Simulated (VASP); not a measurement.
# C (Fddd) in VASP: a series of runs, part 3 of 3

VASP 6.6.1.

### Step 4. Single point, LDA

Contents of INCAR:

```
PREC = Accurate ; ENCUT = 520
EDIFF = 1E-6 ; ISMEAR = 0
SIGMA = 0.05 ; LREAL = False
LASPH = True ; NELM = 80
ALGO = Normal ; ISIF = 2
LWAVE = False ; LCHARG = False
NBANDS = 11
```

Contents of KPOINTS:

```
Automatic mesh
0
Gamma
  12 12 12
```

Contents of POSCAR:

```
C
1.0
    0.0000000000      1.9291038415      1.7039681529
    1.6642383255      0.0000000000      1.7039681529
    1.6642383255      1.9291038415      0.0000000000
C
2
Direct
    0.5000000000      0.5000000000      0.5000000000
    0.7500000000      0.7500000000      0.7500000000
```

Potentials or basis: VASP PAW LDA potentials, release 64 (C).

Launch:

```bash
$ cat potpaw_LDA.64/C/POTCAR > POTCAR
$ mpirun -np 1 vasp_std > vasp.out
```

OUTCAR:

```text
PREC = Accurate
   ENCUT = 520
   EDIFF = 1E-6
   ISMEAR = 0
   LREAL = False
   LASPH = True
   NELM = 80
   ISIF = 2

 ion  position               nearest neighbor table
   1  0.500  0.500  0.500-   2 1.53   2 1.53   2 1.53   2 1.53
   2  0.750  0.750  0.750-   1 1.53   1 1.53   1 1.53   1 1.53

  LATTYP: Found a face centered orthorhombic cell.
 ALAT       =     3.3284766510
 B/A-ratio  =     1.0238726790
 C/A-ratio  =     1.1591511936

  Lattice vectors:

 A1 = (   0.0000000000,   1.9291038415,  -1.7039681529)
 A2 = (   1.6642383255,   1.9291038415,   0.0000000000)
 A3 = (   1.6642383255,   0.0000000000,  -1.7039681529)

Analysis of symmetry for initial positions (statically):
=====================================================================
 Subroutine PRICEL returns:
 Original cell was already a primitive cell.

 Routine SETGRP: Setting up the symmetry group for a
 face centered orthorhombic supercell.

 Subroutine GETGRP returns: Found  8 space group operations
 (whereof  4 operations were pure point group operations)
 out of a pool of  8 trial point group operations.

The static configuration has the point symmetry D_2 .
 The point group associated with its full space group is D_2h.

Analysis of symmetry for dynamics (positions and initial velocities):
=====================================================================
 Subroutine PRICEL returns:
 Original cell was already a primitive cell.

 Routine SETGRP: Setting up the symmetry group for a
 face centered orthorhombic supercell.

 Subroutine GETGRP returns: Found  8 space group operations
 (whereof  4 operations were pure point group operations)
 out of a pool of  8 trial point group operations.

The dynamic configuration has the point symmetry D_2 .
 The point group associated with its full space group is D_2h.

 Subroutine INISYM returns: Found  8 space group operations
 (whereof  4 operations are pure point group operations),
 and found     1 'primitive' translations

----------------------------------------------------------------------------------------

                                     Primitive cell

  volume of cell :      10.9411

  direct lattice vectors                    reciprocal lattice vectors
     0.000000000  1.929103841  1.703968153    -0.300437739  0.259187706  0.293432714
     1.664238325  0.000000000  1.703968153     0.300437739 -0.259187706  0.293432714
     1.664238325  1.929103841  0.000000000     0.300437739  0.259187706 -0.293432714

  length of vectors
     2.573897647  2.381847323  2.547769777     0.493501631  0.493501631  0.493501631

  position of ions in fractional coordinates (direct lattice)
     0.500000000  0.500000000  0.500000000
     0.750000000  0.750000000  0.750000000

  ion indices of the primitive-cell ions
   primitive index   ion index
                 1           1
                 2           2

----------------------------------------------------------------------------------------

 KPOINTS: Automatic mesh

Automatic generation of k-mesh.
 Grid dimensions read from file:
 generate k-points for:   12   12   12

 Generating k-lattice:

  Cartesian coordinates                     Fractional coordinates (reciprocal lattice)
    -0.025036478  0.021598976  0.024452726     0.083333333  0.000000000  0.000000000
     0.025036478 -0.021598976  0.024452726     0.000000000  0.083333333 -0.000000000
     0.025036478  0.021598976 -0.024452726     0.000000000 -0.000000000  0.083333333

  Length of vectors
     0.041125136  0.041125136  0.041125136

  Shift w.r.t. Gamma in fractional coordinates (k-lattice)
     0.000000000  0.000000000  0.000000000

 Subroutine IBZKPT returns following result:
 ===========================================

 Found    280 irreducible k-points:

 Following reciprocal coordinates:
            Coordinates               Weight
  0.000000  0.000000  0.000000      1.000000
  0.083333  0.000000  0.000000      8.000000
  0.166667  0.000000  0.000000      8.000000
  0.250000  0.000000  0.000000      8.000000
  0.333333  0.000000  0.000000      8.000000
  0.416667  0.000000  0.000000      8.000000
[... 16 lines left out ...]
  0.500000  0.166667 -0.000000      8.000000
 -0.416667  0.166667 -0.000000      8.000000
 [... further k-points ...]
   k-points           NKPTS =    280   k-points in BZ     NKDIM =    280   number of bands    NBANDS=     11
   number of dos      NEDOS =    301   number of ions     NIONS =      2
   total plane-waves  NPLWV =   7200
   dimension x,y,z NGX =    20 NGY =   18 NGZ =   20
   dimension x,y,z NGXF=    40 NGYF=   36 NGZF=   40
   ions per type =               2
   NGX,Y,Z   is equivalent  to a cutoff of  12.92, 12.56, 13.05 a.u.
   NGXF,Y,Z  is equivalent  to a cutoff of  25.84, 25.13, 26.10 a.u.
 SYSTEM =  unknown system
   PREC   = accura    normal or accurate (medium, high low for compatibility)
   ISTART =      0    job   : 0-new  1-cont  2-samecut
   ICHARG =      2    charge: 1-file 2-atom 10-const
   ISPIN  =      1    spin polarized calculation?
   LNONCOLLINEAR =      F non collinear calculations
   LSORBIT =      F    spin-orbit coupling
   LASPH  =      T    aspherical Exc in radial PAW
   ENCUT  =  520.0 eV  38.22 Ry    6.18 a.u.   4.79  4.43  4.74*2*pi/ulx,y,z
   NELM   =     80;   NELMIN=  2; NELMDL= -5     # of ELM steps
   EDIFF  = 0.1E-05   stopping-criterion for ELM
   LREAL  =      F    real-space projection
   EDIFFG = 0.1E-04   stopping-criterion for IOM
   NSW    =      0    number of steps for IOM
   IBRION =     -1    ionic relax: 0-MD 1-quasi-New 2-CG
   NFREE  =      0    steps in history (QN), initial steepest desc. (CG)
   ISIF   =      2    stress and relaxation
   ISYM   =      2    0-nonsym 1-usesym 2-fastsym
   POTIM  = 0.5000    time-step for ionic-motion
   TEBEG  =    0.0;   TEEND  =   0.0 temperature during run
   PSTRESS=    0.0 pullay stress
   NELECT =       8.0000    total number of electrons
   NUPDOWN=      -1.0000    fix difference up-down
   EMIN   =  10.00;   EMAX   =-10.00  energy-range for DOS
   EFERMI =   0.00;   METHOD = LEGACY
   ISMEAR =     0;   SIGMA  =   0.05  broadening in eV -4-tet -1-fermi 0-gaus
   EFERMI_NEDOS =   21; number of points for ismear=-14 and -15
   IALGO  =     38    algorithm
   IMIX   =      4    mixing-type and parameters
     AMIX     =   0.40;   BMIX     =  1.00
     AMIX_MAG =   1.60;   BMIX_MAG =  1.00
  volume/ion in A,a.u.               =       5.47        36.92
  Fermi-wavevector in a.u.,A,eV,Ry     =   1.474859  2.787080 29.595533  2.175210
  Thomas-Fermi vector in A             =   2.589579
   LORBIT       =      0    0 simple, 1 ext, 2 COOP (PROOUT), +10 PAW based schemes
   GGA     = CA    functional components
   LHFCALC =     F    Hartree Fock is set to
   AEXX    =    0.0000 exact exchange contribution
   IVDW    =     0    specifies the selected vdW correction
   LEPSILON=     F    determine dielectric tensor
   LRPA    =     F    only Hartree local field effects (RPA)
 non-spin polarized calculation
 Gauss-broadening in eV      SIGMA  =   0.05
  energy-cutoff  :      520.00
  volume of cell :       10.94
 maximum number of plane-waves:       312
   NGX =  9   NGY =  9   NGZ =  9

 number of electron       8.0000000 magnetization

 Free energy of the ion-electron system (eV)
  ---------------------------------------------------
  ext. energy  EPLUGINS =         0.00000000
  ---------------------------------------------------
  free energy    TOTEN  =       -19.79725091 eV

  energy without entropy =      -19.79725091  energy(sigma->0) =      -19.79725091

 E-fermi :  11.5618     XC(G=0): -13.6933

 val. band max:       11.2300455477   @ k =   0.0000   0.0000   0.0000
 cond. band min:      13.2755379502   @ k =   0.0000   0.4167   0.4167
 fundamental gap:      2.0454924026
 Fermi energy:        11.5618163391

 k-point     1 :       0.0000    0.0000    0.0000
  band No.  band energies     occupation
      1     -11.5179      2.00000
      2       8.6790      2.00000
      3      10.9727      2.00000
      4      11.2300      2.00000
      5      15.4165      0.00000
      6      15.7073      0.00000
      7      17.2277      0.00000
      8      24.1558      0.00000
      9      29.9888      0.00000
     10      32.5548      0.00000
     11      33.8794      0.00000
[... 309 lines left out ...]
 k-point    24 :      -0.4167    0.1667   -0.0000
  band No.  band energies     occupation
      1      -5.0927      2.00000
      2      -2.3537      2.00000
      3       4.7851      2.00000
      4       6.5714      2.00000
      5      16.9878      0.00000
      6      19.3855      0.00000
      7      23.8573      0.00000
      8      25.6292      0.00000
      9      29.3648      0.00000
     10      34.6984      0.00000
     11      35.9242      0.00000

 [... further k-points ...]
[... 5 lines left out ...]
  --------------------------------------------------------------------------------------
  -------------------------------------------------------------------------------------
  Total        4.2630531     -6.3551590      3.1548827      0.0000000      0.0000000      0.0000000
  in kB      624.2646383   -930.6243412    461.9885493      0.0000000      0.0000000      0.0000000
  external PRESSURE =      51.8762821 kB  Pullay stress =       0.0000000 kB

 VOLUME and BASIS-vectors are now :
 -----------------------------------------------------------------------------
  energy-cutoff  :      520.00
  volume of cell :       10.94
      direct lattice vectors                 reciprocal lattice vectors
     0.000000000  1.929103841  1.703968153    -0.300437739  0.259187706  0.293432714
     1.664238325  0.000000000  1.703968153     0.300437739 -0.259187706  0.293432714
     1.664238325  1.929103841  0.000000000     0.300437739  0.259187706 -0.293432714

 POSITION                                       TOTAL-FORCE (eV/Angst)
 -----------------------------------------------------------------------------------
      1.66424      1.92910      1.70397         0.000000     -0.000000     -0.000000
      2.49636      2.89366      2.55595        -0.000000      0.000000      0.000000
 -----------------------------------------------------------------------------------
    total drift:                                0.000000     -0.000000      0.000000

  FREE ENERGIE OF THE ION-ELECTRON SYSTEM (eV)
  ---------------------------------------------------
  free  energy   TOTEN  =       -19.7972509112 eV

  energy  without entropy=      -19.7972509112  energy(sigma->0) =      -19.79725091
```

Wall time 16 s (1 thread of Intel Xeon 6975P-C, shared host); peak memory 0.13 GiB.

What came out:

| Quantity | Value |
| --- | --- |
| Free energy | -19.7973 eV |
| Pressure | 5.2 GPa |
| Band gap on the k mesh | 2.05 eV, indirect (least direct gap 4.19 eV) |

Caveat: the cell differs from its parent crystal (strain +e along x and -e along y -0.0750, strain +e along z and -e/2 along x and y -0.0350). A k mesh can miss the band edges.

### Step 5. Single point, LDA

This run uses another cell than the first one, of the same volume but with other edges.

Contents of INCAR:

```
PREC = Accurate
ENCUT = 520
EDIFF = 1E-7
ISMEAR = 0
SIGMA = 0.05
LREAL = False
LASPH = True
NELM = 80
ALGO = Normal
ISIF = 2
LWAVE = False
LCHARG = True
GGA = CA
LELF = True
LVHAR = True
NBANDS = 11
```

Contents of KPOINTS:

```
regular mesh
0
Gamma
  12 12 12
```

Contents of POSCAR:

```
C
1.0
    0.0000000000      2.0924375763      1.6421661991
    1.5627065443      0.0000000000      1.6421661991
    1.5627065443      2.0924375763      0.0000000000
C
2
Direct
    0.5000000000      0.5000000000      0.5000000000
    0.7500000000      0.7500000000      0.7500000000
```

Launch:

```bash
$ cat potpaw_LDA.64/C/POTCAR > POTCAR
$ mpirun -np 1 vasp_std > vasp.out
```

Run time: 17 s. Hardware: 1 thread of Intel Xeon 6975P-C, shared host; peak memory 0.13 GiB.

Results (log left out):

```yaml
Free_energy: -18.3941 eV
Pressure: 16.3 GPa
Band_gap_on_the_k_mesh: zero (band 4 reaches 12.68 eV, above the bottom of band 5 at 12.63 eV)
```

Stress tensor (GPa, compression positive):
```
 133.82    0.00    0.00
   0.00 -197.67    0.00
   0.00    0.00  112.65
```

Levels at points of the mesh, in eV from the Fermi level:
| k point | band 1 | band 2 | band 3 | band 4 | band 5 | band 6 | band 7 | band 8 |
| --- | --- | --- | --- | --- | --- | --- | --- | --- |
| (0.00, 0.00, 0.00) | -24.04 | -5.52 | -0.29 | 0.05 | 3.06 | 3.66 | 6.58 | 9.44 |
| (0.50, 0.00, 0.00) | -17.57 | -15.75 | -7.49 | -1.80 | 1.42 | 7.65 | 12.03 | 13.80 |
| (0.50, 0.50, 0.00) | -13.71 | -13.71 | -8.92 | -8.92 | 1.92 | 1.92 | 12.07 | 12.07 |
| (0.50, 0.00, 0.50) | -17.54 | -17.54 | -5.34 | -5.34 | 7.50 | 7.50 | 13.73 | 13.73 |
| (0.00, 0.50, 0.50) | -12.82 | -12.82 | -9.76 | -9.76 | 0.61 | 0.61 | 13.03 | 13.03 |

Caveat: the cell differs from its parent crystal (strain +e along x and -e along y -0.1500, strain +e along z and -e/2 along x and y -0.0700).

### Step 6. Summary

```csv
cell,gap on the mesh (eV),pressure (GPa)
"a = 2.709, b = 2.345, c = 2.482 Å, angles 68.2, 53.5, 58.3°, 2 atoms",none,14.0
"a = 2.593, b = 2.405, c = 2.504 Å, angles 63.7, 56.3, 60.0°, 2 atoms",1.37,4.6
"a = 2.574, b = 2.382, c = 2.548 Å, angles 62.8, 55.4, 61.7°, 2 atoms",2.05,5.2
"a = 2.660, b = 2.267, c = 2.612 Å, angles 65.6, 50.9, 63.4°, 2 atoms",none,16.3
```

Alike in all rows: task single point; level LDA; potentials or basis VASP PAW LDA potentials, release 64 (C); no spin polarisation; k mesh 12 × 12 × 12; cutoff (eV) 520; smearing gaussian 0.05 eV.

Absolute energies hang on the potentials; compare differences alone.
